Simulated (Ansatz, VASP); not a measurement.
# One calculation of Pd, two programs

Contents of INCAR:

```
SYSTEM = Pd
PREC = Accurate ; ENCUT = 520
EDIFF = 1E-7 ; ISMEAR = 0
SIGMA = 0.6 ; LREAL = .FALSE.
LASPH = .TRUE. ; NELM = 150
ALGO = Normal ; ISIF = 2
LWAVE = .FALSE. ; LCHARG = .FALSE.
ISPIN = 2 ; MAGMOM = 0.288
LORBIT = 11 ; LMAXMIX = 4
GGA = PE ; NBANDS = 15
```

File KPOINTS:

```
Automatic mesh
0
G
  14 14 14
  0 0 0
```

The input POSCAR:

```
Pd
1.0
    0.0000000000      1.9737080107      1.9737080107
    1.9737080107      0.0000000000      1.9737080107
    1.9737080107      1.9737080107      0.0000000000
Pd
1
Direct
    0.0000000000      0.0000000000      0.0000000000
```

Input for Ansatz:

```yaml
crystal:
  lattice:
    - [0.0, 1.9737080107, 1.9737080107]
    - [1.9737080107, 0.0, 1.9737080107]
    - [1.9737080107, 1.9737080107, 0.0]
  atoms:
    - { symbol: Pd, position: [0.0, 0.0, 0.0], spin: 0.288 }
hamiltonian:
  xc: pbe
  pseudopotentials:
    kind: paw
    azcp:
      Pd: "pseudopotentials/Pd.paw.azcp"
basis:
  ecutwfc: 420
  fft_grid_basis: typed
kpoints:
  mp_grid: { grid: [14, 14, 14], shift: [0, 0, 0] }
magnetization:
  spin_polarized: true
scf:
  occupations: { method: gaussian, width: 0.6 }
  lower_state_search: "off"
output:
  stress: true
```

Alike in both runs: task single point; functional PBE; k mesh 14 × 14 × 14; occupations gaussian, width 0.6 eV; collinear spin.

|  | VASP | Ansatz |
| --- | --- | --- |
| version | VASP 6.6.1 | Ansatz 0.2.0 |
| potentials or method | VASP PAW PBE potentials, release 64 (Pd), cutoff 520 eV | plane waves (420 eV) with PAW, scalar-relativistic |
| valence electrons in the cell | 10 | 18 |

```csv
,VASP,Ansatz,Ansatz less VASP
pressure (GPa),0.4,0.7,+0.29
net moment per atom (μB),0.00,0.00,0.000
```

The functional is the same, so the differences come from potentials, cutoffs and numerics. VASP's potentials hold 10 valence electrons a cell and Ansatz's 18, so a difference there can come from the potentials and not from the codes. Ansatz's warnings: seeded moment not kept.
